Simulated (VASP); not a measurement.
Here is a VASP 6.6.1 calculation.

File INCAR:

```
SYSTEM = Li2WO3
PREC     = Accurate       ! precision mode
ENCUT    = 520            ! plane-wave cutoff, eV
EDIFF    = 1E-6           ! SCF threshold, eV
ISMEAR   = 0              ! smearing method
SIGMA    = 0.1            ! smearing width, eV
LREAL    = .False.        ! projectors in reciprocal space
LASPH    = .True.         ! aspherical terms in the spheres
NELM     = 100            ! most SCF steps
ALGO     = Normal         ! electronic algorithm
ISIF     = 2              ! what is computed and relaxed
LWAVE    = .False.        ! write WAVECAR
LCHARG   = .False.        ! write CHGCAR
GGA      = PE             ! functional
NBANDS   = 28             ! bands
```

KPOINTS

```
regular mesh
0
Gamma
  6 6 6
  0 0 0
```

File POSCAR:

```
Li2WO3
1.0
    4.7610493800      0.0000000000      0.0000000000
   -2.3805246900      4.1231897100      0.0000000000
    0.0000000000      0.0000000000      3.3746038900
Li W O
2 1 3
Direct
    0.3333333300      0.6666666700      0.0000000000
    0.6666666700      0.3333333300      0.0000000000
    0.0000000000      0.0000000000      0.0000000000
    0.5000000000      0.0000000000      0.5000000000
    0.0000000000      0.5000000000      0.5000000000
    0.5000000000      0.5000000000      0.5000000000
```

Potentials or basis: VASP PAW PBE potentials, release 64 (Li_sv, W_sv, O).

The run is started by

```console
$ cat potpaw_PBE.64/Li_sv/POTCAR potpaw_PBE.64/W_sv/POTCAR potpaw_PBE.64/O/POTCAR > POTCAR
$ mpirun -np 1 vasp_std > vasp.out
```

(1) Estimate the band gap on the k mesh.

Answers

(1) zero (band 19 reaches 5.01 eV, above the bottom of band 20 at 3.65 eV).

Caveat: spin-orbit coupling is left out, which moves the levels of the heavy elements.
